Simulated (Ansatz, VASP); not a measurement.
# InSb3 in VASP and in Ansatz

```
In Sb
1.0
     0.00000    3.73327    3.73327
     3.73327    0.00000    3.73327
     3.73327    3.73327    0.00000
In Sb
1 3
Direct
  0.00000 0.00000 0.00000
  0.25000 0.25000 0.25000
  0.75000 0.75000 0.75000
  0.50000 0.50000 0.50000
```

Alike in both runs: task single point; functional PBE; k mesh 10 × 10 × 10; occupations gaussian, width 0.1 eV; no spin polarisation.

|  | VASP | Ansatz |
| --- | --- | --- |
| version | VASP 6.6.1 | Ansatz 0.2.0 |
| potentials or method | VASP PAW PBE potentials, release 64 (In_d, Sb), cutoff 520 eV | scalar-relativistic, plane waves, PAW |
| valence electrons in the cell | 28 | 58 |

|  | VASP | Ansatz | Ansatz less VASP |
| --- | --- | --- | --- |
| gap on the k mesh at the Fermi level (eV) | none | none | - |
| pressure (GPa) | 2.6 | 2.7 | +0.09 |

A gap of «none» marks a metal or a gap that the smearing closes. VASP's potentials hold 28 valence electrons a cell and Ansatz's 58, so a difference there can come from the potentials and not from the codes.

Spin-orbit coupling is off throughout.
